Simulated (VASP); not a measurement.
Crystal: PbS (Galena).

```
CELL_PARAMETERS angstrom
0.00000 3.00478 3.00478
3.00478 0.00000 3.00478
3.00478 3.00478 0.00000
ATOMIC_POSITIONS crystal
Pb 0.00000 0.00000 0.00000
S 0.50000 0.50000 0.50000
```

Program: VASP 6.6.1. Alike in all runs: task single point; potentials or basis VASP PAW PBE potentials, release 64 (Pb_d, S); no spin polarisation; cell as given; cutoff (eV) 520; smearing fermi-dirac 0.05 eV.

Problem. Order these runs on this cell by their band gap on the k mesh, lowest first.
A. level RPBE; k mesh 8 × 8 × 8
B. level r2SCAN; k mesh 8 × 8 × 8
C. level PBEsol+D4; k mesh 8 × 8 × 8
D. level PBE0; k mesh 4 × 4 × 4; grid for exact exchange (PRECFOCK) Normal

Solution. C (0.39 eV), A (0.60 eV), B (0.76 eV), D (1.63 eV).

Caveats: some runs use coarse meshes; spin-orbit coupling is left out, which moves the levels of the heavy elements.

A k mesh can miss the band edges.
